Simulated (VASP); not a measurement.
Wanted: the native input for a VASP 6.6.1 run.

| Item | Value |
| --- | --- |
| Task | single point |
| Functional | PBE |
| Potentials or basis | VASP PAW PBE potentials, release 64 (Na_pv, Cl) |
| Cutoff | 520 eV |
| k mesh | 8 × 8 × 8 |
| Occupations | fermi-dirac, width 0.02 eV |
| Spin | no spin polarisation |
| Dipole correction | no |
| Further INCAR settings | ALGO = Normal; EDIFF = 1e-06; NBANDS = 14 |

The structure of NaCl lies in POSCAR:

```
NaCl
1.0
    0.0000000000      2.8026987877      2.8026987877
    2.8026987877      0.0000000000      2.8026987877
    2.8026987877      2.8026987877      0.0000000000
Na Cl
1 1
Direct
    0.0000000000      0.0000000000      0.0000000000
    0.5000000000      0.5000000000      0.5000000000
```

One way to write it, as run:

INCAR

```
SYSTEM = NaCl
ALGO = Normal
EDIFF = 1E-6
ENCUT = 520
GGA = PE
ISIF = 2
ISMEAR = -1
LASPH = .True.
LCHARG = .True.
LELF = .True.
LREAL = .False.
LVHAR = .True.
LWAVE = .False.
NBANDS = 14
NELM = 100
PREC = Accurate
SIGMA = 0.02
```

KPOINTS

```
k-points
0
Gamma
  8 8 8
  0 0 0
```

Potentials or basis: VASP PAW PBE potentials, release 64 (Na_pv, Cl).

The run is started by

```sh
$ cat potpaw_PBE.64/Na_pv/POTCAR potpaw_PBE.64/Cl/POTCAR > POTCAR
$ mpirun -np 1 vasp_std > vasp.out
```

It gave:

The pressure is 1.2 GPa and the band gap on the k mesh is 5.18 eV, direct.

It took 14 s on 1 thread of Intel(R) Xeon(R) Platinum 8259CL CPU @ 2.50GHz (Skylake/Cascade Lake), on a shared host, peak memory 0.16 GiB.
